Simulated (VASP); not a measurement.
Runs of VASP 6.6.1 on Sr. The structure is that of space group P6_3/mmc (No. 194), or close to it. The cells are those of the table. This isn't the form of Sr at room conditions, which is fcc.

| cell | gap on the mesh (eV) | pressure (GPa) |
| --- | --- | --- |
| a = 4.020, b = 4.020, c = 13.155 Å, angles 90.0, 90.0, 120.0°, 4 atoms | none | 1.9 |
| a = 4.304, b = 4.304, c = 14.084 Å, angles 90.0, 90.0, 120.0°, 4 atoms | none | (a) |
| a = 4.080, b = 4.080, c = 13.351 Å, angles 90.0, 90.0, 120.0°, 4 atoms | none | 1.2 |
| a = 4.195, b = 4.195, c = 13.728 Å, angles 90.0, 90.0, 120.0°, 4 atoms | none | (b) |
| a = 4.138, b = 4.138, c = 13.542 Å, angles 90.0, 90.0, 120.0°, 4 atoms | none | 0.5 |
| a = 4.250, b = 4.250, c = 13.908 Å, angles 90.0, 90.0, 120.0°, 4 atoms | none | -0.4 |

Alike in all rows: task single point; level PBEsol; potentials or basis VASP PAW PBE potentials, release 64 (Sr_sv); no spin polarisation; k mesh 10 × 10 × 3; cutoff (eV) 520; smearing fermi-dirac 0.1 eV.

**Question.** Fill in the values left out.

**Answer.** (a) -0.8; (b) 0.0.

Caveats: the PAW data sets were made with another functional, which shifts forces and pressure a little.

A k mesh can miss the band edges, and the runs leave out spin-orbit coupling on Sr.

A gap of «none» marks levels without a gap at the run's occupations.
